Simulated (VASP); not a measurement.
Crystal: CsCl.

```xyz
2
Lattice="4.3590 0.0000 0.0000 0.0000 4.3590 0.0000 0.0000 0.0000 4.3590" Properties=species:S:1:pos:R:3 pbc="T T T"
Cs    0.0000    0.0000    0.0000
Cl    2.1795    2.1795    2.1795
```

This cell differs from its parent crystal: strain +5.4%.

Base run:

```yaml
Program: VASP 6.6.1
Functional: r2SCAN
Potentials_or_basis: VASP PAW PBE potentials, release 64 (Cs_sv, Cl)
Cutoff: 550 eV
k_mesh: 6 × 6 × 6
Occupations: gaussian, width 0.01 eV
Spin: no spin polarisation
```

Its results: band gap on the k mesh 5.30 eV, indirect (the least direct gap lies 4.9 meV higher); pressure -1.9 GPa.

Question: The run is repeated on the same cell with these changes: functional from r2SCAN to PBE; cutoff from 550 eV to 500 eV; occupations from gaussian, width 0.01 eV to fermi-dirac, width 0.02 eV. What comes out?

Answer: Band gap on the k mesh 4.57 eV, indirect (least direct gap 4.58 eV); pressure -1.2 GPa.

Caveats: spin-orbit coupling is left out, which moves the levels of the heavy elements; the PAW data sets were made with another functional, which shifts forces and pressure a little (some runs).

